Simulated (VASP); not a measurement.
Wanted: the native input for a VASP 6.6.1 run.

- Task: single point
- Functional: PBE
- Potentials or basis: VASP PAW PBE potentials, release 64 (Al, N)
- Cutoff: 520 eV
- k mesh: 6 × 6 × 6
- Occupations: gaussian, width 0.01 eV
- Spin: no spin polarisation
- Dipole correction: no
- Further INCAR settings: ALGO = Normal; EDIFF = 1e-06; NBANDS = 11

The structure of AlN lies in POSCAR:

```
AlN
1.0
    0.0000000000      2.0996231902      2.0996231902
    2.0996231902      0.0000000000      2.0996231902
    2.0996231902      2.0996231902      0.0000000000
Al N
1 1
Direct
    0.0000000000      0.0000000000      0.0000000000
    0.5000000000      0.5000000000      0.5000000000
```

This cell differs from its parent crystal: strain +4.0%.

The input as run:

INCAR

```
SYSTEM = AlN
PREC     = Accurate       ! precision mode
ENCUT    = 520            ! plane-wave cutoff, eV
EDIFF    = 1E-6           ! SCF threshold, eV
ISMEAR   = 0              ! smearing method
SIGMA    = 0.01           ! smearing width, eV
LREAL    = .FALSE.        ! projectors in reciprocal space
LASPH    = .TRUE.         ! aspherical terms in the spheres
NELM     = 100            ! most SCF steps
ALGO     = Normal         ! electronic algorithm
ISIF     = 2              ! what is computed and relaxed
LWAVE    = .FALSE.        ! write WAVECAR
LCHARG   = .FALSE.        ! write CHGCAR
GGA      = PE             ! functional
NBANDS   = 11             ! bands
```

KPOINTS

```
Automatic mesh
0
G
  6 6 6
  0 0 0
```

Potentials or basis: VASP PAW PBE potentials, release 64 (Al, N).

Command:

```sh
$ cat potpaw_PBE.64/Al/POTCAR potpaw_PBE.64/N/POTCAR > POTCAR
$ mpirun -np 1 vasp_std > vasp.out
```

It gave:

The pressure is -19.7 GPa. The band gap on the k mesh is 3.56 eV (least direct gap 4.13 eV).

Caveat: the k points lie up to 0.43 Å⁻¹ apart; the cell differs from its parent crystal (strain +4.0%); the structure was generated, so it needn't be the stable form of AlN.

It took 4 s on 1 thread of Intel(R) Xeon(R) Platinum 8488C (Sapphire Rapids) (shared host), peak memory 0.13 GiB.
